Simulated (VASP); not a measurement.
Runs of VASP 6.6.1 on CdTe. The structure is that of space group F-43m (No. 216), or close to it. The cells are those of the table. 

| cell | gap on the mesh (eV) | pressure (GPa) |
| --- | --- | --- |
| a = 4.590, b = 4.590, c = 4.533 Å, angles 60.4, 60.4, 59.2°, 2 atoms | 1.27 | (b) |
| a = 4.476, b = 4.476, c = 4.533 Å, angles 59.6, 59.6, 60.8°, 2 atoms | 1.41 | 4.8 |
| a = 4.363, b = 4.363, c = 4.419 Å, angles 59.6, 59.6, 60.9°, 2 atoms | (c) | 10.4 |
| a = 4.421, b = 4.421, c = 4.306 Å, angles 60.9, 60.9, 58.3°, 2 atoms | 1.65 | 10.4 |
| a = 4.703, b = 4.703, c = 4.646 Å, angles 60.4, 60.4, 59.2°, 2 atoms | 1.03 | -1.0 |
| a = 4.703, b = 4.703, c = 4.759 Å, angles 59.6, 59.6, 60.8°, 2 atoms | 0.94 | -1.8 |
| a = 4.590, b = 4.590, c = 4.646 Å, angles 59.6, 59.6, 60.8°, 2 atoms | 1.17 | 0.9 |
| a = 4.306 Å, angles 60.0°, 2 atoms | 1.90 | 15.3 |
| a = 4.647, b = 4.647, c = 4.533 Å, angles 60.8, 60.8, 58.4°, 2 atoms | 1.15 | 0.9 |
| a = 4.534, b = 4.534, c = 4.419 Å, angles 60.8, 60.8, 58.3°, 2 atoms | 1.40 | 4.8 |
| a = 4.419 Å, angles 60.0°, 2 atoms | 1.64 | 8.3 |
| a = 4.646 Å, angles 60.0°, 2 atoms | 1.14 | (a) |

Alike in all rows: task single point; level r2SCAN; potentials or basis VASP PAW PBE potentials, release 64 (Cd, Te); no spin polarisation; k mesh 8 × 8 × 8; cutoff (eV) 520; smearing gaussian 0.05 eV.

Question: Estimate the missing entries.

Answer: (a) -0.1; (b) 2.1; (c) 1.66.

Caveats: the PAW data sets were made with another functional, which shifts forces and pressure a little; spin-orbit coupling is left out, which moves the levels of the heavy elements.

A k mesh can miss the band edges, and the runs leave out spin-orbit coupling on Cd, Te.
